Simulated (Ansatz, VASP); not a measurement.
**One calculation of WC, two programs**

```
CELL_PARAMETERS angstrom
0.00000 2.19268 2.19268
2.19268 0.00000 2.19268
2.19268 2.19268 0.00000
ATOMIC_POSITIONS crystal
W 0.97984 0.00000 0.00000
C 0.50000 0.50000 0.50000
```

Change from the starting cell: all W atoms moved +0.062 Å, as atom 1 towards its neighbour atom 1 (W) at 3.101 Å.

Alike in both runs: task single point; functional r2SCAN; k mesh 18 × 18 × 18; occupations gaussian, width 0.15 eV; no spin polarisation.

|  | VASP | Ansatz |
| --- | --- | --- |
| version | VASP 6.6.1 | Ansatz 0.2.0 |
| potentials or method | VASP PAW PBE potentials, release 64 (W_sv, C), cutoff 520 eV | scalar-relativistic, plane waves, PAW |
| valence electrons in the cell | 18 | 18 |

```tsv
	VASP	Ansatz	Ansatz less VASP
gap on the k mesh at the Fermi level (eV)	none	none	-
pressure (GPa)	-3.0	-4.6	-1.61
traceless stress, the component that is largest in VASP (GPa)	-0.71	-0.68	+0.023
rms of the force components (eV/Å)	0.202	0.199	-0.0023
```

VASP's potentials were made for PBE, not for r2SCAN. Atom by atom the forces differ by 0.002 eV/Å (rms over components). A gap of «none» marks a metal or a gap that the smearing closes.

Neither program's run includes spin-orbit coupling.
